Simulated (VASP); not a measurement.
# Co (Fm-3m) in VASP: a series of runs

Runs on Co. Level: PBE. Tasks: electric field gradients.

Program: VASP 6.6.1. These are calculated values, not measurements. Logs are shortened: lines on timing, memory, paths and dates and some standing lists are left out, and cuts for length are marked.

## (1) The cell of the first run

It takes space group Fm-3m (No. 225, cubic). Conventional cell: a = 3.454 Å, b = 3.454 Å, c = 3.454 Å, α = 90.00°, β = 90.00°, γ = 90.00°. Within 3.2 Å of Co (site symmetry m-3m) lie 12 Co at 2.44 Å.

This isn't the form of Co at room conditions, which is hcp.

## (2) Electric field gradients, PBE, collinear spin, ferromagnetic start (10.30 Å³/atom)

The input, INCAR:

```
SYSTEM = Co
PREC = Accurate ; ENCUT = 520
EDIFF = 1E-8 ; ISMEAR = -1
SIGMA = 0.05 ; LREAL = .False.
LASPH = .True. ; NELM = 150
ALGO = Normal ; ISIF = 2
LWAVE = .False. ; LCHARG = .False.
ISPIN = 2 ; MAGMOM = 2
LORBIT = 11 ; LMAXMIX = 4
GGA = PE ; LEFG = .True.
NBANDS = 14
```

The input, KPOINTS:

```
regular mesh
0
Gamma
  18 18 18
  0 0 0
```

The input, POSCAR:

```
Co
1.0
    0.0000000000      1.7268776307      1.7268776307
    1.7268776307      0.0000000000      1.7268776307
    1.7268776307      1.7268776307      0.0000000000
Co
1
Direct
    0.0000000000      0.0000000000      0.0000000000
```

Potentials or basis: VASP PAW PBE potentials, release 64 (Co).

The run is started by

```console
cat potpaw_PBE.64/Co/POTCAR > POTCAR
mpirun -np 1 vasp_std > vasp.out
```

OUTCAR:

```text
SYSTEM = Co
   PREC = Accurate
   ENCUT = 520
   EDIFF = 1E-8
   ISMEAR = -1
   LREAL = .False.
   LASPH = .True.
   NELM = 150
   ISIF = 2
   ISPIN = 2
   LORBIT = 11
   GGA = PE

 ion  position               nearest neighbor table
   1  0.000  0.000  0.000-

  LATTYP: Found a face centered cubic cell.
 ALAT       =     3.4537552614

  Lattice vectors:

 A1 = (   0.0000000000,   1.7268776307,   1.7268776307)
 A2 = (   1.7268776307,   0.0000000000,   1.7268776307)
 A3 = (   1.7268776307,   1.7268776307,   0.0000000000)

Analysis of symmetry for initial positions (statically):
=====================================================================
 Subroutine PRICEL returns:
 Original cell was already a primitive cell.

 Routine SETGRP: Setting up the symmetry group for a
 face centered cubic supercell.

 Subroutine GETGRP returns: Found 48 space group operations
 (whereof 48 operations were pure point group operations)
 out of a pool of 48 trial point group operations.

The static configuration has the point symmetry O_h .

Analysis of symmetry for dynamics (positions and initial velocities):
=====================================================================
 Subroutine PRICEL returns:
 Original cell was already a primitive cell.

 Routine SETGRP: Setting up the symmetry group for a
 face centered cubic supercell.

 Subroutine GETGRP returns: Found 48 space group operations
 (whereof 48 operations were pure point group operations)
 out of a pool of 48 trial point group operations.

The dynamic configuration has the point symmetry O_h .

Analysis of structural, dynamic, and magnetic symmetry:
=====================================================================
 Subroutine PRICEL returns:
 Original cell was already a primitive cell.

 Routine SETGRP: Setting up the symmetry group for a
 face centered cubic supercell.

 Subroutine GETGRP returns: Found 48 space group operations
 (whereof 48 operations were pure point group operations)
 out of a pool of 48 trial point group operations.

The overall configuration has the point symmetry O_h .

 Subroutine INISYM returns: Found 48 space group operations
 (whereof 48 operations are pure point group operations),
 and found     1 'primitive' translations

----------------------------------------------------------------------------------------

                                     Primitive cell

  volume of cell :      10.2995

  direct lattice vectors                    reciprocal lattice vectors
     0.000000000  1.726877631  1.726877631    -0.289539914  0.289539914  0.289539914
     1.726877631  0.000000000  1.726877631     0.289539914 -0.289539914  0.289539914
     1.726877631  1.726877631  0.000000000     0.289539914  0.289539914 -0.289539914

  length of vectors
     2.442173766  2.442173766  2.442173766     0.501497841  0.501497841  0.501497841

  position of ions in fractional coordinates (direct lattice)
     0.000000000  0.000000000  0.000000000

  ion indices of the primitive-cell ions
   primitive index   ion index
                 1           1

----------------------------------------------------------------------------------------

 KPOINTS: regular mesh

Automatic generation of k-mesh.
 Grid dimensions read from file:
 generate k-points for:   18   18   18

 Generating k-lattice:

  Cartesian coordinates                     Fractional coordinates (reciprocal lattice)
    -0.016085551  0.016085551  0.016085551     0.055555556  0.000000000  0.000000000
     0.016085551 -0.016085551  0.016085551     0.000000000  0.055555556  0.000000000
     0.016085551  0.016085551 -0.016085551     0.000000000  0.000000000  0.055555556

  Length of vectors
     0.027860991  0.027860991  0.027860991

  Shift w.r.t. Gamma in fractional coordinates (k-lattice)
     0.000000000  0.000000000  0.000000000

 Subroutine IBZKPT returns following result:
 ===========================================

 Found    195 irreducible k-points:

 Following reciprocal coordinates:
            Coordinates               Weight
[... 55 lines left out ...]
   NUPDOWN=      -1.0000    fix difference up-down
   EMIN   =  10.00;   EMAX   =-10.00  energy-range for DOS
   EFERMI =   0.00;   METHOD = LEGACY
   ISMEAR =    -1;   SIGMA  =   0.05  broadening in eV -4-tet -1-fermi 0-gaus
   EFERMI_NEDOS =   21; number of points for ismear=-14 and -15
   IALGO  =     38    algorithm
   IMIX   =      4    mixing-type and parameters
     AMIX     =   0.40;   BMIX     =  1.00
     AMIX_MAG =   1.60;   BMIX_MAG =  1.00
  volume/ion in A,a.u.               =      10.30        69.50
  Fermi-wavevector in a.u.,A,eV,Ry     =   1.565131  2.957669 33.329320  2.449636
  Thomas-Fermi vector in A             =   2.667653
   LORBIT       =     11    0 simple, 1 ext, 2 COOP (PROOUT), +10 PAW based schemes
   GGA     = PE    functional components
   LHFCALC =     F    Hartree Fock is set to
   AEXX    =    0.0000 exact exchange contribution
   IVDW    =     0    specifies the selected vdW correction
   LEPSILON=     F    determine dielectric tensor
   LRPA    =     F    only Hartree local field effects (RPA)
 spin polarized calculation
  energy-cutoff  :      520.00
  volume of cell :       10.30
 maximum number of plane-waves:       291
   NGX =  9   NGY =  9   NGZ =  9

 number of electron       8.9999992 magnetization       1.6059099

 Free energy of the ion-electron system (eV)
  ---------------------------------------------------
  ext. energy  EPLUGINS =         0.00000000
  ---------------------------------------------------
  free energy    TOTEN  =        -7.00293002 eV

  energy without entropy =       -6.99415825  energy(sigma->0) =       -6.99854413

 E-fermi :  11.1037     XC(G=0): -13.7139

 val. band max:       11.1036640874   @ k =   0.2778   0.2222   0.0000
 cond. band min:      11.1079903290   @ k =  -0.3889   0.3333   0.1667
 fundamental gap:      0.0043262415
 Fermi energy:        11.1036809871

 spin component 1

 k-point     1 :       0.0000    0.0000    0.0000
  band No.  band energies     occupation
      1       1.7825      1.00000
      2       8.3105      1.00000
      3       8.3105      1.00000
      4       8.3105      1.00000
      5       9.4673      1.00000
      6       9.4673      1.00000
      7      34.5826      0.00000
      8      39.3366      0.00000
      9      39.3366      0.00000
     10      39.3366      0.00000
     11      42.7948      0.00000
     12      42.7948      0.00000
     13      42.7948      0.00000
     14      45.0630      0.00000
[... 379 lines left out ...]
      3       8.5074      1.00000
      4       8.5666      1.00000
      5       9.4173      1.00000
      6       9.8073      1.00000
      7      26.9253      0.00000
      8      33.6713      0.00000
      9      37.1394      0.00000
     10      39.6678      0.00000
     11      41.9250      0.00000
     12      41.9585      0.00000
     13      46.4579      0.00000
     14      47.1518      0.00000

 [... further k-points ...]

 spin component 2

 k-point     1 :       0.0000    0.0000    0.0000
  band No.  band energies     occupation
      1       1.8150      1.00000
      2       9.8631      1.00000
      3       9.8631      1.00000
      4       9.8631      1.00000
      5      11.4036      0.00248
      6      11.4036      0.00248
      7      34.2972      0.00000
      8      39.4872      0.00000
      9      39.4872      0.00000
     10      39.4872      0.00000
     11      43.1209      0.00000
     12      43.1209      0.00000
     13      43.1209      0.00000
     14      44.8056      0.00000
[... 379 lines left out ...]
      3      10.1311      1.00000
      4      10.2082      1.00000
      5      11.2539      0.04720
      6      11.6734      0.00001
      7      27.3412      0.00000
      8      33.7135      0.00000
      9      37.2724      0.00000
     10      39.9785      0.00000
     11      42.0166      0.00000
     12      42.2017      0.00000
     13      46.5666      0.00000
     14      48.6980      0.00000

 [... further k-points ...]
[... 5 lines left out ...]
  --------------------------------------------------------------------------------------
  -------------------------------------------------------------------------------------
  Total        0.8361395      0.8361395      0.8361395     -0.0000000      0.0000000      0.0000000
  in kB      130.0692545    130.0692545    130.0692545     -0.0000000      0.0000000      0.0000000
  external PRESSURE =     130.0692545 kB  Pullay stress =       0.0000000 kB

 VOLUME and BASIS-vectors are now :
 -----------------------------------------------------------------------------
  energy-cutoff  :      520.00
  volume of cell :       10.30
      direct lattice vectors                 reciprocal lattice vectors
     0.000000000  1.726877631  1.726877631    -0.289539914  0.289539914  0.289539914
     1.726877631  0.000000000  1.726877631     0.289539914 -0.289539914  0.289539914
     1.726877631  1.726877631  0.000000000     0.289539914  0.289539914 -0.289539914

 POSITION                                       TOTAL-FORCE (eV/Angst)
 -----------------------------------------------------------------------------------
      0.00000      0.00000      0.00000         0.000000      0.000000     -0.000000
 -----------------------------------------------------------------------------------
    total drift:                               -0.000000     -0.000000      0.000000

  FREE ENERGIE OF THE ION-ELECTRON SYSTEM (eV)
  ---------------------------------------------------
  free  energy   TOTEN  =        -7.0029300179 eV

  energy  without entropy=       -6.9941582511  energy(sigma->0) =       -6.99854413

 Electric field gradients (V/A^2)
---------------------------------------------------------------------
 ion       V_xx      V_yy      V_zz      V_xy      V_xz      V_yz
---------------------------------------------------------------------
   1      -0.000     0.000     0.000     0.000     0.000     0.000
---------------------------------------------------------------------

 Electric field gradients after diagonalization (V/A^2)
 (convention: |V_zz| > |V_xx| > |V_yy|)
----------------------------------------------------------------------
 ion       V_xx      V_yy      V_zz     asymmetry (V_yy - V_xx)/ V_zz
----------------------------------------------------------------------
   1      -0.000    -0.000     0.000       0.000
----------------------------------------------------------------------

           NMR quadrupolar parameters

 Cq : quadrupolar parameter    Cq=e*Q*V_zz/h
 eta: asymmetry parameters     (V_yy - V_xx)/ V_zz
 Q  : nuclear electric quadrupole moment in mb (millibarn)
----------------------------------------------------------------------
 ion       Cq(MHz)       eta       Q (mb)
----------------------------------------------------------------------
   1       0.000       0.000       1.000
----------------------------------------------------------------------

 total charge

# of ion       s       p       d       tot
------------------------------------------
    1        0.513   0.571   7.295   8.379

 magnetization (x)

# of ion       s       p       d       tot
------------------------------------------
    1       -0.013  -0.048   1.674   1.613
```

It took 1.8 min on 1 thread of Intel Xeon 8259CL, shared host; peak memory 0.16 GiB.

What came out:

```
Free energy                                           : -7.0029 eV
Pressure                                              : 13.0 GPa
Net moment                                            : 1.61 μB per cell
Site moments                                          : Co +1.61 μB
Largest electric field gradient by atom               : zero within the noise of the run
Valence electrons inside the program's atomic spheres : Co 8.38
```

Caveat: the cell stands under pressure.

## (3) Electric field gradients, PBE, collinear spin, ferromagnetic start (10.57 Å³/atom)

This run uses another cell than the first one, of 10.57 Å³/atom.

The input, INCAR:

```
PREC = Accurate
ENCUT = 520
EDIFF = 1E-8
ISMEAR = -1
SIGMA = 0.05
LREAL = False
LASPH = True
NELM = 150
ALGO = Normal
ISIF = 2
LWAVE = False
LCHARG = False
ISPIN = 2
MAGMOM = 2
LORBIT = 11
LMAXMIX = 4
GGA = PE
LEFG = True
NBANDS = 14
```

The input, KPOINTS:

```
regular mesh
0
Gamma
  18 18 18
```

The input, POSCAR:

```
Co
1.0
    0.0000000000      1.7418947116      1.7418947116
    1.7418947116      0.0000000000      1.7418947116
    1.7418947116      1.7418947116      0.0000000000
Co
1
Direct
    0.0000000000      0.0000000000      0.0000000000
```

Potentials or basis: VASP PAW PBE potentials, release 64 (Co).

The run is started by

```console
cat potpaw_PBE.64/Co/POTCAR > POTCAR
mpirun -np 1 vasp_std > vasp.out
```

OUTCAR:

```text
PREC = Accurate
   ENCUT = 520
   EDIFF = 1E-8
   ISMEAR = -1
   LREAL = False
   LASPH = True
   NELM = 150
   ISIF = 2
   ISPIN = 2
   LORBIT = 11
   GGA = PE

 ion  position               nearest neighbor table
   1  0.000  0.000  0.000-

  LATTYP: Found a face centered cubic cell.
 ALAT       =     3.4837894232

  Lattice vectors:

 A1 = (   0.0000000000,   1.7418947116,   1.7418947116)
 A2 = (   1.7418947116,   0.0000000000,   1.7418947116)
 A3 = (   1.7418947116,   1.7418947116,   0.0000000000)

Analysis of symmetry for initial positions (statically):
=====================================================================
 Subroutine PRICEL returns:
 Original cell was already a primitive cell.

 Routine SETGRP: Setting up the symmetry group for a
 face centered cubic supercell.

 Subroutine GETGRP returns: Found 48 space group operations
 (whereof 48 operations were pure point group operations)
 out of a pool of 48 trial point group operations.

The static configuration has the point symmetry O_h .

Analysis of symmetry for dynamics (positions and initial velocities):
=====================================================================
 Subroutine PRICEL returns:
 Original cell was already a primitive cell.

 Routine SETGRP: Setting up the symmetry group for a
 face centered cubic supercell.

 Subroutine GETGRP returns: Found 48 space group operations
 (whereof 48 operations were pure point group operations)
 out of a pool of 48 trial point group operations.

The dynamic configuration has the point symmetry O_h .

Analysis of structural, dynamic, and magnetic symmetry:
[... 589 lines left out ...]
     11      42.1742      0.00000
     12      42.1742      0.00000
     13      42.1742      0.00000
     14      43.9644      0.00000
[... 379 lines left out ...]
      3       9.7913      1.00000
      4       9.8655      1.00000
      5      10.8778      0.04633
      6      11.2807      0.00002
      7      26.6395      0.00000
      8      33.0135      0.00000
      9      36.4729      0.00000
     10      39.1027      0.00000
     11      41.1692      0.00000
     12      41.2949      0.00000
     13      45.6428      0.00000
     14      47.6084      0.00000

 [... further k-points ...]
[... 5 lines left out ...]
  --------------------------------------------------------------------------------------
  -------------------------------------------------------------------------------------
  Total        0.4116176      0.4116176      0.4116176      0.0000000      0.0000000      0.0000000
  in kB       62.3891165     62.3891165     62.3891165      0.0000000      0.0000000      0.0000000
  external PRESSURE =      62.3891165 kB  Pullay stress =       0.0000000 kB

 VOLUME and BASIS-vectors are now :
 -----------------------------------------------------------------------------
  energy-cutoff  :      520.00
  volume of cell :       10.57
      direct lattice vectors                 reciprocal lattice vectors
     0.000000000  1.741894712  1.741894712    -0.287043756  0.287043756  0.287043756
     1.741894712  0.000000000  1.741894712     0.287043756 -0.287043756  0.287043756
     1.741894712  1.741894712  0.000000000     0.287043756  0.287043756 -0.287043756

 POSITION                                       TOTAL-FORCE (eV/Angst)
 -----------------------------------------------------------------------------------
      0.00000      0.00000      0.00000         0.000000      0.000000      0.000000
 -----------------------------------------------------------------------------------
    total drift:                                0.000000      0.000000      0.000000

  FREE ENERGIE OF THE ION-ELECTRON SYSTEM (eV)
  ---------------------------------------------------
  free  energy   TOTEN  =        -7.0190597962 eV

  energy  without entropy=       -7.0100381995  energy(sigma->0) =       -7.01454900

 Electric field gradients (V/A^2)
---------------------------------------------------------------------
 ion       V_xx      V_yy      V_zz      V_xy      V_xz      V_yz
---------------------------------------------------------------------
   1       0.000     0.000    -0.000     0.000     0.000     0.000
---------------------------------------------------------------------

 Electric field gradients after diagonalization (V/A^2)
 (convention: |V_zz| > |V_xx| > |V_yy|)
----------------------------------------------------------------------
 ion       V_xx      V_yy      V_zz     asymmetry (V_yy - V_xx)/ V_zz
----------------------------------------------------------------------
   1      -0.000    -0.000     0.001       0.000
----------------------------------------------------------------------

           NMR quadrupolar parameters

 Cq : quadrupolar parameter    Cq=e*Q*V_zz/h
 eta: asymmetry parameters     (V_yy - V_xx)/ V_zz
 Q  : nuclear electric quadrupole moment in mb (millibarn)
----------------------------------------------------------------------
 ion       Cq(MHz)       eta       Q (mb)
----------------------------------------------------------------------
   1       0.000       0.000       1.000
----------------------------------------------------------------------

 total charge

# of ion       s       p       d       tot
------------------------------------------
    1        0.501   0.547   7.276   8.324

 magnetization (x)

# of ion       s       p       d       tot
------------------------------------------
    1       -0.013  -0.048   1.689   1.628
```

stdout:

```text
POSCAR found type information on POSCAR Co
 POSCAR found :  1 types and       1 ions
 scaLAPACK will be used
 LDA part: xc-table for (Slater+PW92), standard interpolation
 POSCAR, INCAR and KPOINTS ok, starting setup
 FFT: planning ... GRIDC
 FFT: planning ... GRID_SOFT
 FFT: planning ... GRID
 WAVECAR not read
 entering main loop
ion   1
```

It took 1.9 min on 1 thread of Intel Xeon 8259CL, shared host; peak memory 0.16 GiB.

What came out:

```
Free energy                                           : -7.0191 eV
Pressure                                              : 6.2 GPa
Net moment                                            : 1.62 μB per cell
Site moments                                          : Co +1.63 μB
Largest electric field gradient by atom               : zero within the noise of the run
Valence electrons inside the program's atomic spheres : Co 8.32
```

Levels at points of the mesh, in eV from the Fermi level:
Spin up:
| k point | band 3 | band 4 | band 5 | band 6 | band 7 | band 8 |
| --- | --- | --- | --- | --- | --- | --- |
| (0.00, 0.00, 0.00) | -2.76 | -2.76 | -1.66 | -1.66 | 23.26 | 27.81 |
| (0.50, 0.00, 0.00) | -2.89 | -0.73 | -0.73 | -0.31 | 6.36 | 21.81 |
| (0.50, 0.50, 0.00) | -0.84 | -0.46 | -0.46 | 2.57 | 9.85 | 15.16 |
Spin down:
| k point | band 2 | band 3 | band 4 | band 5 | band 6 | band 7 |
| --- | --- | --- | --- | --- | --- | --- |
| (0.00, 0.00, 0.00) | -1.20 | -1.20 | -1.20 | 0.30 | 0.30 | 22.96 |
| (0.50, 0.00, 0.00) | -1.22 | -1.22 | -0.34 | 1.16 | 1.16 | 7.37 |
| (0.50, 0.50, 0.00) | -3.53 | 1.21 | 1.35 | 1.35 | 2.59 | 10.76 |

Caveat: the cell stands under pressure.

[end of part 1 of 2]
